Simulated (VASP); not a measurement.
Crystal: Mo.

```
Mo
1.0
     2.60394    0.00000    0.00000
     0.00000    2.60394    0.00000
     0.00000    0.00000    2.60394
Mo
1
Direct
  0.00000 0.00000 0.00000
```

Base run:

```yaml
Program: VASP 6.6.1
Functional: PBE
Potentials_or_basis: VASP PAW PBE potentials, release 64 (Mo_sv)
Cutoff: 520 eV
k_mesh: 14 × 14 × 14
Occupations: fermi-dirac, width 0.1 eV
Spin: no spin polarisation
```

Its results: band gap on the k mesh zero (band 7 reaches 12.14 eV, above the bottom of band 8 at 9.86 eV); pressure -0.5 GPa.

Task: The run is repeated on the same cell with these changes: k mesh from 14 × 14 × 14 to 20 × 20 × 20; further incar settings from ALGO = Normal; EDIFF = 1e-06; NBANDS = 13 to ALGO = Normal; EDIFF = 1e-07; NBANDS = 13. What comes out?

Result: Band gap on the k mesh zero (band 7 reaches 12.17 eV, above the bottom of band 8 at 9.55 eV); pressure 0.2 GPa.
